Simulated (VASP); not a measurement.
# Si20H10O in VASP: notebook

The runs below take Si20H10O through single point, with PBE+D3(BJ).

Program: VASP 6.6.1. These are calculated values, not measurements. Logs are shortened: lines on timing, memory, paths and dates and some standing lists are left out, and cuts for length are marked.

## (1) The cell of the first run

The cell holds a slab with vacuum, 31 atoms: a = 7.679 Å, b = 7.679 Å, c = 21.256 Å, α = 90.00°, β = 90.00°, γ = 90.00°.

## (2) Single point, PBE+D3(BJ)

Contents of INCAR:

```
ALGO = Normal
EDIFF = 1E-6
ENCUT = 520
GGA = PE
ISIF = 2
ISMEAR = -1
IVDW = 12
LASPH = T
LCHARG = T
LELF = T
LREAL = Auto
LVHAR = T
LWAVE = F
NBANDS = 69
NELM = 60
PREC = Accurate
SIGMA = 0.05
```

Contents of KPOINTS:

```
k-points
0
Gamma
  1 1 1
```

Contents of POSCAR:

```
Si20H10O
1.0
    7.6791800000      0.0000000000      0.0000000000
    0.0000000000      7.6791800000      0.0000000000
    0.0000000000      0.0000000000     21.2555000000
H Si O
10 20 1
Direct
    0.4093926695      0.0000000000      0.0470466468
    0.0906086327      0.0000000000      0.0470466468
    0.9093939718      0.0000000000      0.0470466468
    0.5906099349      0.0000000000      0.0470466468
    0.4093926695      0.5000013022      0.0470466468
    0.0906086327      0.5000013022      0.0470466468
    0.9093939718      0.5000013022      0.0470466468
    0.5906099349      0.5000013022      0.0470466468
    0.3391117281      0.6438057188      0.3367646021
    0.2968936788      0.8395427637      0.3417656607
    0.2500006511      0.0000000000      0.0877655195
    0.7500019533      0.0000000000      0.0877655195
    0.2500006511      0.5000013022      0.0877655195
    0.7500019533      0.5000013022      0.0877655195
    0.2492193177      0.2518237624      0.1523276328
    0.7502493756      0.2508340734      0.1512879020
    0.2494537177      0.7502884423      0.1536637576
    0.7508874645      0.7502754200      0.1536543483
   -0.0042712894      0.2477608286      0.2112958999
    0.5025927247      0.2476566508      0.2109900967
    0.0000000000      0.7599899989      0.2204935193
    0.4999101467      0.7603546212      0.2201265555
   -0.0006771556      0.0183743577      0.2827080050
    0.5013035246      0.0179055576      0.2832537461
    0.0015626668      0.4975531242      0.2771517960
    0.5003659245      0.4972015241      0.2771988427
    0.2504694512      0.1014561451      0.3287619675
    0.7501712422      0.0885380991      0.3285032109
    0.2496881177      0.3788555549      0.3201994778
    0.7511999979      0.3849108889      0.3195078921
    0.2559908740      0.7315885290      0.3215120792
```

Potentials or basis: VASP PAW PBE potentials, release 64 (H, Si, O).

Run with:

```
cat potpaw_PBE.64/H/POTCAR potpaw_PBE.64/Si/POTCAR potpaw_PBE.64/O/POTCAR > POTCAR
mpirun -np 1 vasp_gam > vasp.out
```

OUTCAR:

```text
EDIFF = 1E-6
   ENCUT = 520
   GGA = PE
   ISIF = 2
   ISMEAR = -1
   IVDW = 12
   LASPH = T
   LREAL = Auto
   NELM = 60
   PREC = Accurate
 IVDW          = 12

 ion  position               nearest neighbor table
   1  0.409  0.000  0.047-  11 1.50
   2  0.091  0.000  0.047-  11 1.50
   3  0.909  0.000  0.047-  12 1.50
   4  0.591  0.000  0.047-  12 1.50
   5  0.409  0.500  0.047-  13 1.50
   6  0.091  0.500  0.047-  13 1.50
   7  0.909  0.500  0.047-  14 1.50
   8  0.591  0.500  0.047-  14 1.50
   9  0.339  0.644  0.337-  31 0.98
  10  0.297  0.840  0.342-  31 0.99
  11  0.250  0.000  0.088-   1 1.50   2 1.50  15 2.37  17 2.37
  12  0.750  0.000  0.088-   4 1.50   3 1.50  16 2.35  18 2.37
  13  0.250  0.500  0.088-   5 1.50   6 1.50  15 2.35  17 2.38
  14  0.750  0.500  0.088-   8 1.50   7 1.50  16 2.34  18 2.38
  15  0.249  0.252  0.152-  20 2.31  19 2.32  13 2.35  11 2.37
  16  0.750  0.251  0.151-  19 2.28  20 2.29  14 2.34  12 2.35
[... 8 lines left out ...]
  25  0.002  0.498  0.277-  30 2.29  29 2.30  21 2.35  19 2.38
  26  0.500  0.497  0.277-  30 2.29  29 2.32  22 2.36  20 2.38
  27  0.250  0.101  0.329-  29 2.14  24 2.25  23 2.25
  28  0.750  0.089  0.329-  24 2.21  23 2.21  30 2.28
  29  0.250  0.379  0.320-  27 2.14  25 2.30  26 2.32
  30  0.751  0.385  0.320-  28 2.28  25 2.29  26 2.29
  31  0.256  0.732  0.322-   9 0.98  10 0.99

  LATTYP: Found a simple tetragonal cell.
 ALAT       =     7.6791800000
 C/A-ratio  =     2.7679387643

  Lattice vectors:

 A1 = (   7.6791800000,   0.0000000000,   0.0000000000)
 A2 = (   0.0000000000,   7.6791800000,   0.0000000000)
 A3 = (   0.0000000000,   0.0000000000,  21.2555000000)

Analysis of symmetry for initial positions (statically):
=====================================================================
 Subroutine PRICEL returns:
 Original cell was already a primitive cell.

 Routine SETGRP: Setting up the symmetry group for a
 simple tetragonal supercell.

 Subroutine GETGRP returns: Found  1 space group operations
 (whereof  1 operations were pure point group operations)
 out of a pool of 16 trial point group operations.

The static configuration has the point symmetry C_1 .

Analysis of symmetry for dynamics (positions and initial velocities):
=====================================================================
 Subroutine PRICEL returns:
 Original cell was already a primitive cell.

 Routine SETGRP: Setting up the symmetry group for a
 simple tetragonal supercell.

 Subroutine GETGRP returns: Found  1 space group operations
 (whereof  1 operations were pure point group operations)
 out of a pool of 16 trial point group operations.

The dynamic configuration has the point symmetry C_1 .

 Subroutine INISYM returns: Found  1 space group operations
 (whereof  1 operations are pure point group operations),
 and found     1 'primitive' translations

----------------------------------------------------------------------------------------

                                     Primitive cell

  volume of cell :    1253.4327

  direct lattice vectors                    reciprocal lattice vectors
     7.679180000  0.000000000  0.000000000     0.130222237  0.000000000  0.000000000
     0.000000000  7.679180000  0.000000000     0.000000000  0.130222237  0.000000000
     0.000000000  0.000000000 21.255500000     0.000000000  0.000000000  0.047046647

  length of vectors
     7.679180000  7.679180000 21.255500000     0.130222237  0.130222237  0.047046647

  position of ions in fractional coordinates (direct lattice)
     0.409392670  0.000000000  0.047046647
     0.090608633  0.000000000  0.047046647
     0.909393972  0.000000000  0.047046647
     0.590609935  0.000000000  0.047046647
     0.409392670  0.500001302  0.047046647
     0.090608633  0.500001302  0.047046647
[... 23 lines left out ...]
     0.751199998  0.384910889  0.319507892
     0.255990874  0.731588529  0.321512079

  ion indices of the primitive-cell ions
   primitive index   ion index
                 1           1
                 2           2
[... 47 lines left out ...]
   TEBEG  =    0.0;   TEEND  =   0.0 temperature during run
   PSTRESS=    0.0 pullay stress
   NELECT =      96.0000    total number of electrons
   NUPDOWN=      -1.0000    fix difference up-down
   EMIN   =  10.00;   EMAX   =-10.00  energy-range for DOS
   EFERMI =   0.00;   METHOD = LEGACY
   ISMEAR =    -1;   SIGMA  =   0.05  broadening in eV -4-tet -1-fermi 0-gaus
   EFERMI_NEDOS =   21; number of points for ismear=-14 and -15
   IALGO  =     38    algorithm
   IMIX   =      4    mixing-type and parameters
     AMIX     =   0.40;   BMIX     =  1.00
     AMIX_MAG =   1.60;   BMIX_MAG =  1.00
  volume/ion in A,a.u.               =      40.43       272.86
  Fermi-wavevector in a.u.,A,eV,Ry     =   0.695235  1.313803  6.576397  0.483352
  Thomas-Fermi vector in A             =   1.777951
   LORBIT       =      0    0 simple, 1 ext, 2 COOP (PROOUT), +10 PAW based schemes
   GGA     = PE    functional components
   LHFCALC =     F    Hartree Fock is set to
   AEXX    =    0.0000 exact exchange contribution
   IVDW    =    12    specifies the selected vdW correction
   LEPSILON=     F    determine dielectric tensor
   LRPA    =     F    only Hartree local field effects (RPA)
 non-spin polarized calculation
  energy-cutoff  :      520.00
  volume of cell :     1253.43
 maximum number of plane-waves:     16892
 NGX is ok and might be reduce to    60
   NGX = 29   NGY = 29   NGZ = 79

 number of electron      95.9999999 magnetization

 Free energy of the ion-electron system (eV)
  ---------------------------------------------------
  ext. energy  EPLUGINS =         0.00000000
  ---------------------------------------------------
  free energy    TOTEN  =      -134.66431971 eV

  energy without entropy =     -134.60994528  energy(sigma->0) =     -134.63713249

 E-fermi :  -1.1130     XC(G=0):  -3.9474

 val. band max:       -1.2371425701   @ k =   0.0000   0.0000   0.0000
 cond. band min:      -0.9889179453   @ k =   0.0000   0.0000   0.0000
 fundamental gap:      0.2482246248
 Fermi energy:        -1.1130178570

 k-point     1 :       0.0000    0.0000    0.0000
  band No.  band energies     occupation
      1     -22.7364      2.00000
      2     -12.8141      2.00000
      3     -11.7599      2.00000
      4     -11.5390      2.00000
      5     -10.9886      2.00000
      6     -10.6028      2.00000
[... 52 lines left out ...]
     59       1.6926      0.00000
     60       1.7658      0.00000
 [bands above 60 left out]

------------------------ aborting loop because EDIFF is reached ----------------------------------------

 Edisp (eV)   -5.39999

 E8    (eV) :    -2.2305

  FORCE on cell =-STRESS in cart. coord.  units (eV):
  Direction    XX          YY          ZZ          XY          YZ          ZX
  --------------------------------------------------------------------------------------
  -------------------------------------------------------------------------------------
  Total      48.68806    14.59412    -8.75166    -0.28154    -0.70961    -0.53976
  in kB      62.23462    18.65467   -11.18665    -0.35987    -0.90704    -0.68994
  external pressure =       23.23 kB  Pullay stress =        0.00 kB

 VOLUME and BASIS-vectors are now :
 -----------------------------------------------------------------------------
  energy-cutoff  :      520.00
  volume of cell :     1253.43
      direct lattice vectors                 reciprocal lattice vectors
     7.679180000  0.000000000  0.000000000     0.130222237  0.000000000  0.000000000
     0.000000000  7.679180000  0.000000000     0.000000000  0.130222237  0.000000000
     0.000000000  0.000000000 21.255500000     0.000000000  0.000000000  0.047046647

 POSITION                                       TOTAL-FORCE (eV/Angst)
 -----------------------------------------------------------------------------------
      3.14380      0.00000      1.00000        -0.949157     -0.033107      0.158167
      0.69580      0.00000      1.00000         0.945323     -0.031057      0.155945
      6.98340      0.00000      1.00000        -0.948077     -0.044804      0.146762
      4.53540      0.00000      1.00000         0.954383     -0.067183      0.146752
      3.14380      3.83960      1.00000        -1.016058      0.074451      0.164071
      0.69580      3.83960      1.00000         1.021589      0.073452      0.162031
[... 23 lines left out ...]
      5.76860      2.95580      6.79130         0.016550     -0.117210     -0.656841
      1.96580      5.61800      6.83390        -0.593842      0.085690      0.609828
 -----------------------------------------------------------------------------------
    total drift:                                0.000261     -0.002005     -0.009572

  FREE ENERGIE OF THE ION-ELECTRON SYSTEM (eV)
  ---------------------------------------------------
  free  energy   TOTEN  =      -140.0643072047 eV

  energy  without entropy=     -140.0099327745  energy(sigma->0) =     -140.03711999
```

Run time: 4.3 min. Hardware: 1 thread of AMD EPYC 7R43 (Zen 3), shared host; peak memory 0.99 GiB.

What came out:

```
Free energy                : -140.0643 eV
Largest force              : 1.328 eV/Å
Band gap on the k mesh     : 0.25 eV
Dispersion energy per atom : -0.174 eV
```

Forces on the atoms (eV/Å):
```
H   -0.949 -0.033  0.158
H    0.945 -0.031  0.156
H   -0.948 -0.045  0.147
H    0.954 -0.067  0.147
H   -1.016  0.074  0.164
H    1.022  0.073  0.162
H   -1.020  0.076  0.164
H    1.012  0.085  0.170
H    0.049 -0.203  0.256
H   -0.047  0.559  0.294
Si   0.008  0.072  0.342
Si  -0.010  0.017  0.228
Si  -0.008  0.053  0.231
Si   0.026  0.042  0.207
Si  -0.032 -0.136 -0.249
Si  -0.065 -0.148 -0.515
Si   0.023  0.100  0.197
Si  -0.062  0.150  0.236
Si   0.124  0.398  0.061
Si  -0.072  0.350  0.152
Si   0.009 -0.106 -0.107
Si   0.097 -0.113 -0.132
Si   0.106 -0.777 -0.974
Si   0.076 -0.521 -1.219
Si  -0.020 -0.250 -0.058
Si   0.479 -0.674 -0.411
Si  -0.097 -0.424  0.510
Si   0.063  0.649  0.546
Si  -0.069  0.862 -0.815
Si   0.017 -0.117 -0.657
O   -0.594  0.086  0.610
```

Levels at points of the mesh, in eV from the valence-band top:
```tsv
k point	band 44	band 45	band 46	band 47	band 48	band 49	band 50	band 51	band 52	band 53
(0.00, 0.00, 0.00)	-0.58	-0.55	-0.46	-0.41	0.00	0.25	1.05	1.21	1.31	1.90
```

Caveat: the k points lie up to 0.82 Å⁻¹ apart.

## (3) Single point, PBE+D3(BJ)

Contents of INCAR:

```
  ALGO = Normal
  EDIFF = 1E-7
  ENCUT = 520
  GGA = PE
  ISIF = 2
  ISMEAR = -1
  IVDW = 12
  LASPH = True
  LCHARG = False
  LREAL = Auto
  LWAVE = False
  NBANDS = 69
  NELM = 60
  PREC = Accurate
  SIGMA = 0.05
```

KPOINTS is that of step 2.

Contents of POSCAR:

```
Si20H10O
1.0
    7.6791800000      0.0000000000      0.0000000000
    0.0000000000      7.6791800000      0.0000000000
    0.0000000000      0.0000000000     21.2555000000
H Si O
10 20 1
Direct
    0.4093926695      0.0000000000      0.0470466468
    0.0906086327      0.0000000000      0.0470466468
    0.9093939718      0.0000000000      0.0470466468
    0.5906099349      0.0000000000      0.0470466468
    0.4093926695      0.5000013022      0.0470466468
    0.0906086327      0.5000013022      0.0470466468
    0.9093939718      0.5000013022      0.0470466468
    0.5906099349      0.5000013022      0.0470466468
    0.3288241713      0.6312262507      0.2814095175
    0.2537510515      0.8014657815      0.2637199784
    0.2500006511      0.0000000000      0.0877655195
    0.7500019533      0.0000000000      0.0877655195
    0.2500006511      0.5000013022      0.0877655195
    0.7500019533      0.5000013022      0.0877655195
    0.2491542066      0.2497011400      0.1479052481
    0.7476319086      0.2502871400      0.1441509256
    0.2565247852      0.7538955982      0.1551598410
    0.7526845314      0.7551847984      0.1574557173
   -0.0022137780      0.2549621184      0.2041589236
    0.4994153022      0.2473050508      0.2010020936
    0.0010287557      0.7518771536      0.2211286491
    0.5205243268      0.7534137760      0.2143586366
    0.0031383559      0.0140119127      0.2717790689
    0.5112655257      0.0347432929      0.2664204559
   -0.0011459557      0.4996366800      0.2733739503
    0.5314239281      0.4667295206      0.2633483098
    0.2545584294      0.0878609435      0.3207311049
    0.7559791540      0.0898012548      0.3228999553
    0.2579572298      0.3834393776      0.3019830162
    0.7637403994      0.3655207978      0.3044341465
    0.3610411528      0.7694571556      0.2900990332
```

Potentials or basis: VASP PAW PBE potentials, release 64 (H, Si, O).

Run with:

```
cat potpaw_PBE.64/H/POTCAR potpaw_PBE.64/Si/POTCAR potpaw_PBE.64/O/POTCAR > POTCAR
mpirun -np 1 vasp_gam > vasp.out
```

Wall time 5.2 min (1 thread of AMD EPYC 7R43 (Zen 3), shared host); peak memory 0.97 GiB.

It converged, with:

- Free energy: -138.1491 eV
- Largest force: 3.269 eV/Å
- Band gap on the k mesh: 0.50 eV
- Dispersion energy per atom: -0.179 eV

Forces on the atoms (eV/Å):
```
H   -0.857 -0.087  0.123
H    0.876 -0.122  0.141
H   -0.894 -0.113  0.085
H    0.846 -0.146  0.154
H   -0.980  0.136  0.099
H    0.983  0.134  0.125
H   -0.997  0.130  0.082
H    0.977  0.195  0.124
H    0.298  0.480  1.203
H    0.299  0.712  0.805
Si  -0.102 -0.174  0.019
Si   0.192 -0.368 -0.136
Si  -0.016  0.433 -0.009
Si   0.079  0.733 -0.198
Si  -0.187  0.287 -0.329
Si   0.330  0.151  0.386
Si   0.392 -0.565 -0.803
Si   1.615 -0.465 -1.862
Si   0.002 -0.044  0.260
Si  -0.155  0.382 -1.602
Si   0.081  0.511 -1.001
Si  -1.551  0.411  1.125
Si   0.206  0.175  0.145
Si   0.285 -1.537  0.688
Si   0.845 -0.238  0.180
Si  -1.313  2.347 -0.171
Si   0.566  0.827 -0.003
Si  -0.194 -0.911  0.531
Si   0.508 -1.057 -0.542
Si   0.512 -0.303  0.534
O   -2.647 -1.912 -0.152
```

Levels at points of the mesh, in eV from the valence-band top:
| k point | band 46 | band 47 | band 48 | band 49 | band 50 | band 51 |
| --- | --- | --- | --- | --- | --- | --- |
| (0.00, 0.00, 0.00) | -0.25 | -0.07 | 0.00 | 0.50 | 1.03 | 1.33 |

Caveat: the k points lie up to 0.82 Å⁻¹ apart.

## (4) Single point, PBE+D3(BJ)

Contents of INCAR:

```
SYSTEM = Si20H10O
ALGO = Normal
EDIFF = 1E-6
ENCUT = 520
GGA = PE
ISIF = 2
ISMEAR = -1
IVDW = 12
LASPH = .True.
LCHARG = .False.
LREAL = Auto
LWAVE = .False.
NBANDS = 69
NELM = 80
PREC = Accurate
SIGMA = 0.05
```

Contents of KPOINTS:

```
k-points
0
Gamma
  1 1 1
  0 0 0
```

Contents of POSCAR:

```
Si20H10O
1.0
    7.6791800000      0.0000000000      0.0000000000
    0.0000000000      7.6791800000      0.0000000000
    0.0000000000      0.0000000000     21.2555000000
H Si O
10 20 1
Direct
    0.4093926695      0.0000000000      0.0470466468
    0.0906086327      0.0000000000      0.0470466468
    0.9093939718      0.0000000000      0.0470466468
    0.5906099349      0.0000000000      0.0470466468
    0.4093926695      0.5000013022      0.0470466468
    0.0906086327      0.5000013022      0.0470466468
    0.9093939718      0.5000013022      0.0470466468
    0.5906099349      0.5000013022      0.0470466468
    0.2447526949      0.6390135405      0.3465926466
    0.0931219219      0.7624121325      0.3365717109
    0.2500006511      0.0000000000      0.0877655195
    0.7500019533      0.0000000000      0.0877655195
    0.2500006511      0.5000013022      0.0877655195
    0.7500019533      0.5000013022      0.0877655195
    0.2295166932      0.2545323850      0.1375361671
    0.7678554221      0.2512638068      0.1426077956
    0.2714873203      0.7416286635      0.1470725224
    0.7826747127      0.7445195971      0.1381007269
    0.0012371113      0.2598324300      0.2035190892
    0.5031526804      0.2520451402      0.1811578180
    0.0272945809      0.7564479541      0.2026110889
    0.5241445050      0.7606931990      0.2036131825
    0.0135431127      0.0180488021      0.2627084755
    0.5267489498      0.0039327116      0.2551198513
    0.0348865374      0.5024885470      0.2726870692
    0.5350180618      0.4957560573      0.2483498389
    0.2834807883      0.0995679226      0.3130201595
    0.7604067101      0.0507085392      0.3277457599
    0.2884162111      0.3608067528      0.2738255981
    0.7766324009      0.3401925726      0.2918868058
    0.2237218036      0.7610578213      0.3337630260
```

Run with:

```
cat potpaw_PBE.64/H/POTCAR potpaw_PBE.64/Si/POTCAR potpaw_PBE.64/O/POTCAR > POTCAR
mpirun -np 1 vasp_gam > vasp.out
```

It took 4.6 min on 1 thread of AMD EPYC 7R43 (Zen 3), shared host; peak memory 0.97 GiB.

The run converged. Its results:

| Item | Value |
| --- | --- |
| Free energy | -139.2474 eV |
| Largest force | 2.546 eV/Å |
| Band gap on the k mesh | 0.47 eV |
| Dispersion energy per atom | -0.178 eV |

Forces in eV/Å, atoms in the order of the input:
```
H   -0.824  0.187  0.003
H    0.652 -0.290 -0.008
H   -0.768  0.107 -0.349
H    0.780 -0.015  0.184
H   -0.918 -0.082 -0.089
H    0.816  0.390 -0.030
H   -0.916 -0.062 -0.272
H    0.882  0.052  0.155
H    0.427  0.226 -0.039
H    0.933  0.385  0.132
Si  -0.076 -0.931 -0.914
Si   0.673 -0.096 -1.369
Si   0.092  0.615 -2.108
Si   0.307 -0.714 -2.055
Si   1.063 -0.485  1.465
Si  -0.368 -0.268  0.375
Si   0.400  0.918  0.146
Si  -0.806  1.103  2.148
Si   0.144  0.455  0.570
Si  -0.347 -0.578  1.470
Si  -0.859 -0.191  1.471
Si   0.898 -1.230 -1.070
Si   0.526 -0.465  0.618
Si  -0.132  2.256  1.162
Si  -1.370  0.350 -0.629
Si   0.621 -0.625  0.618
Si  -0.774 -1.393 -0.714
Si   0.093  0.142 -0.564
Si  -0.079  0.521 -0.393
Si  -0.051  0.286 -0.635
O   -1.017 -0.567  0.724
```

Levels at points of the mesh, in eV from the valence-band top:
```csv
k point,band 46,band 47,band 48,band 49,band 50,band 51
"(0.00, 0.00, 0.00)",-0.47,-0.41,0.00,0.47,0.81,1.02
```

Caveat: the k points lie up to 0.82 Å⁻¹ apart.
